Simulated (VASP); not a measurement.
A run of VASP 6.6.1 is set up as follows.

File INCAR:

```
PREC = Accurate ; ENCUT = 520
EDIFF = 1E-8 ; ISMEAR = -1
SIGMA = 0.08 ; LREAL = False
LASPH = True ; NELM = 60
ALGO = Normal ; ISIF = 2
LWAVE = False ; LCHARG = False
GGA = PS ; LEFG = True
NBANDS = 14
```

File KPOINTS:

```
Automatic mesh
0
Gamma
  16 16 16
```

The input POSCAR:

```
Rh
1.0
    0.0570465000      1.9300732500      1.9300732500
    1.9300732500      0.0570465000      1.9300732500
    1.9300732500      1.9300732500      0.0570465000
Rh
1
Direct
    0.0000000000      0.0000000000      0.0000000000
```

Potentials or basis: VASP PAW PBE potentials, release 64 (Rh_pv).

Launch:

```console
$ cat potpaw_PBE.64/Rh_pv/POTCAR > POTCAR
$ mpirun -np 1 vasp_std > vasp.out
```

**Question.** What does it give for the pressure?

**Answer.** -4.0 GPa.

Electric field gradients, principal values (V/Å²):
| atom | least | middle | greatest (by size) |
| --- | --- | --- | --- |
| 1 Rh | -2.389 | -2.389 | 4.778 |

Caveat: the cell differs from its parent crystal (equal xy, yz and zx shear strains of +3 %); without QUAD_EFG the Cq values of the log hold for a quadrupole moment of 1 mb, not for the nuclei; the PAW data sets were made with another functional, which shifts forces and pressure a little.
